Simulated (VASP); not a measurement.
# BaPtO3 (Pm-3m) in VASP: single point with LDA

Aim: the single point of BaPtO3 with LDA.

All numbers are computed with VASP 6.6.1; they aren't measurements. Logs are shortened: lines on timing, memory, paths and dates and some standing lists are left out, and cuts for length are marked.

**1. The cell of the first run**

The structure is cubic, space group Pm-3m (No. 221). Conventional cell: a = 4.138 Å, b = 4.138 Å, c = 4.138 Å, α = 90.00°, β = 90.00°, γ = 90.00°. Within 3.9 Å of Ba (site symmetry m-3m) lie 12 O at 2.93 Å and 8 Pt at 3.58 Å. Pt (site symmetry m-3m) has 6 O at 2.07 Å within 2.7 Å. Within 2.7 Å of O (site symmetry 4/mmm) lie 2 Pt at 2.07 Å.

**2. Single point, LDA**

Input file INCAR:

```
PREC = Accurate
ENCUT = 520
EDIFF = 1E-6
ISMEAR = 1
SIGMA = 0.05
LREAL = F
LASPH = T
NELM = 100
ALGO = Normal
ISIF = 2
LWAVE = F
LCHARG = F
GGA = CA
NBANDS = 27
```

Input file KPOINTS:

```
Automatic mesh
0
Gamma
  6 6 6
```

Input file POSCAR:

```
BaPtO3
1.0
    4.1381810000      0.0000000000      0.0000000000
    0.0000000000      4.1381810000      0.0000000000
    0.0000000000      0.0000000000      4.1381810000
Ba Pt O
1 1 3
Direct
    0.0000000000      0.0000000000      0.0000000000
    0.5000000000      0.5000000000      0.5000000000
    0.5000000000      0.5000000000      0.0000000000
    0.5000000000      0.0000000000      0.5000000000
    0.0000000000      0.5000000000      0.5000000000
```

Potentials or basis: VASP PAW LDA potentials, release 64 (Ba_sv, Pt, O).

On the command line:

```
$ cat potpaw_LDA.64/Ba_sv/POTCAR potpaw_LDA.64/Pt/POTCAR potpaw_LDA.64/O/POTCAR > POTCAR
$ mpirun -np 1 vasp_std > vasp.out
```

OUTCAR:

```text
PREC = Accurate
   ENCUT = 520
   EDIFF = 1E-6
   ISMEAR = 1
   LREAL = F
   LASPH = T
   NELM = 100
   ISIF = 2
   GGA = CA

 ion  position               nearest neighbor table
   1  0.000  0.000  0.000-   3 2.93   4 2.93   5 2.93   4 2.93   5 2.93   3 2.93   5 2.93   5 2.93
                             3 2.93   4 2.93   4 2.93   3 2.93   2 3.58   2 3.58   2 3.58   2 3.58
   2  0.500  0.500  0.500-   3 2.07   4 2.07   5 2.07   3 2.07   4 2.07   5 2.07   1 3.58   1 3.58
                             1 3.58   1 3.58   1 3.58   1 3.58   1 3.58   1 3.58
   3  0.500  0.500  0.000-   2 2.07   2 2.07   1 2.93   1 2.93   1 2.93   1 2.93
   4  0.500  0.000  0.500-   2 2.07   2 2.07   1 2.93   1 2.93   1 2.93   1 2.93
   5  0.000  0.500  0.500-   2 2.07   2 2.07   1 2.93   1 2.93   1 2.93   1 2.93

  LATTYP: Found a simple cubic cell.
 ALAT       =     4.1381810000

  Lattice vectors:

 A1 = (   4.1381810000,   0.0000000000,   0.0000000000)
 A2 = (   0.0000000000,   4.1381810000,   0.0000000000)
 A3 = (   0.0000000000,   0.0000000000,   4.1381810000)

Analysis of symmetry for initial positions (statically):
=====================================================================
 Subroutine PRICEL returns:
 Original cell was already a primitive cell.

 Routine SETGRP: Setting up the symmetry group for a
 simple cubic supercell.

 Subroutine GETGRP returns: Found 48 space group operations
 (whereof 48 operations were pure point group operations)
 out of a pool of 48 trial point group operations.

The static configuration has the point symmetry O_h .

Analysis of symmetry for dynamics (positions and initial velocities):
=====================================================================
 Subroutine PRICEL returns:
 Original cell was already a primitive cell.

 Routine SETGRP: Setting up the symmetry group for a
 simple cubic supercell.

 Subroutine GETGRP returns: Found 48 space group operations
 (whereof 48 operations were pure point group operations)
 out of a pool of 48 trial point group operations.

The dynamic configuration has the point symmetry O_h .

 Subroutine INISYM returns: Found 48 space group operations
 (whereof 48 operations are pure point group operations),
 and found     1 'primitive' translations

----------------------------------------------------------------------------------------

                                     Primitive cell

  volume of cell :      70.8645

  direct lattice vectors                    reciprocal lattice vectors
[... 90 lines left out ...]
   EDIFFG = 0.1E-04   stopping-criterion for IOM
   NSW    =      0    number of steps for IOM
   IBRION =     -1    ionic relax: 0-MD 1-quasi-New 2-CG
   NFREE  =      0    steps in history (QN), initial steepest desc. (CG)
   ISIF   =      2    stress and relaxation
   ISYM   =      2    0-nonsym 1-usesym 2-fastsym
   POTIM  = 0.5000    time-step for ionic-motion
   TEBEG  =    0.0;   TEEND  =   0.0 temperature during run
   PSTRESS=    0.0 pullay stress
   NELECT =      38.0000    total number of electrons
   NUPDOWN=      -1.0000    fix difference up-down
   EMIN   =  10.00;   EMAX   =-10.00  energy-range for DOS
   EFERMI =   0.00;   METHOD = LEGACY
   ISMEAR =     1;   SIGMA  =   0.05  broadening in eV -4-tet -1-fermi 0-gaus
   EFERMI_NEDOS =   21; number of points for ismear=-14 and -15
   IALGO  =     38    algorithm
   IMIX   =      4    mixing-type and parameters
     AMIX     =   0.40;   BMIX     =  1.00
     AMIX_MAG =   1.60;   BMIX_MAG =  1.00
  volume/ion in A,a.u.               =      14.17        95.64
  Fermi-wavevector in a.u.,A,eV,Ry     =   1.330025  2.513383 24.068259  1.768967
  Thomas-Fermi vector in A             =   2.459143
   LORBIT       =      0    0 simple, 1 ext, 2 COOP (PROOUT), +10 PAW based schemes
   GGA     = CA    functional components
   LHFCALC =     F    Hartree Fock is set to
   AEXX    =    0.0000 exact exchange contribution
   IVDW    =     0    specifies the selected vdW correction
   LEPSILON=     F    determine dielectric tensor
   LRPA    =     F    only Hartree local field effects (RPA)
 non-spin polarized calculation
 Methfessel and Paxton  Order N= 1 SIGMA  =   0.05
  energy-cutoff  :      520.00
  volume of cell :       70.86
 maximum number of plane-waves:      1935
 NGX is ok and might be reduce to    32
   NGX = 15   NGY = 15   NGZ = 15

 number of electron      38.0000018 magnetization

 Free energy of the ion-electron system (eV)
  ---------------------------------------------------
  ext. energy  EPLUGINS =         0.00000000
  ---------------------------------------------------
  free energy    TOTEN  =       -33.89820888 eV

  energy without entropy =      -33.89582220  energy(sigma->0) =      -33.89741332

 E-fermi :   3.9445     XC(G=0): -11.5019

 val. band max:        3.9401861683   @ k =   0.3333   0.3333   0.3333
 cond. band min:       3.9536449298   @ k =   0.5000   0.3333   0.1667
 fundamental gap:      0.0134587615
 Fermi energy:         3.9444996613

 k-point     1 :       0.0000    0.0000    0.0000
  band No.  band energies     occupation
      1     -21.6622      2.00000
      2     -13.9214      2.00000
      3     -13.1344      2.00000
      4     -13.1344      2.00000
      5      -6.8515      2.00000
      6      -6.8515      2.00000
[... 589 lines left out ...]
     26      12.8710      0.00000
     27      14.3528      0.00000

------------------------ aborting loop because EDIFF is reached ----------------------------------------

  FORCE on cell =-STRESS in cart. coord.  units (eV):
  Direction    XX          YY          ZZ          XY          YZ          ZX
  --------------------------------------------------------------------------------------
  -------------------------------------------------------------------------------------
  Total       -4.9553774     -4.9553774     -4.9553774      0.0000000      0.0000000     -0.0000000
  in kB     -112.0363289   -112.0363289   -112.0363289      0.0000000      0.0000000     -0.0000000
  external PRESSURE =    -112.0363289 kB  Pullay stress =       0.0000000 kB

 VOLUME and BASIS-vectors are now :
 -----------------------------------------------------------------------------
  energy-cutoff  :      520.00
  volume of cell :       70.86
      direct lattice vectors                 reciprocal lattice vectors
     4.138181000  0.000000000  0.000000000     0.241652069  0.000000000  0.000000000
     0.000000000  4.138181000  0.000000000     0.000000000  0.241652069  0.000000000
     0.000000000  0.000000000  4.138181000     0.000000000  0.000000000  0.241652069

 POSITION                                       TOTAL-FORCE (eV/Angst)
 -----------------------------------------------------------------------------------
      0.00000      0.00000      0.00000         0.000000      0.000000      0.000000
      2.06909      2.06909      2.06909         0.000000      0.000000      0.000000
      2.06909      2.06909      0.00000         0.000000      0.000000      0.000000
      2.06909      0.00000      2.06909         0.000000      0.000000      0.000000
      0.00000      2.06909      2.06909         0.000000      0.000000      0.000000
 -----------------------------------------------------------------------------------
    total drift:                                0.000000     -0.000000     -0.000000

  FREE ENERGIE OF THE ION-ELECTRON SYSTEM (eV)
  ---------------------------------------------------
  free  energy   TOTEN  =       -33.8982088758 eV

  energy  without entropy=      -33.8958221968  energy(sigma->0) =      -33.89741332
```

Wall time 41 s (1 thread of Intel Xeon 8259CL, shared host); peak memory 0.18 GiB.

What came out:

```yaml
Free_energy: -33.8982 eV
Pressure: -11.2 GPa
Band_gap_on_the_k_mesh: zero (band 19 reaches 4.43 eV, above the bottom of band 20 at 2.73 eV)
```

Caveat: spin-orbit coupling is left out, which moves the levels of the heavy elements.
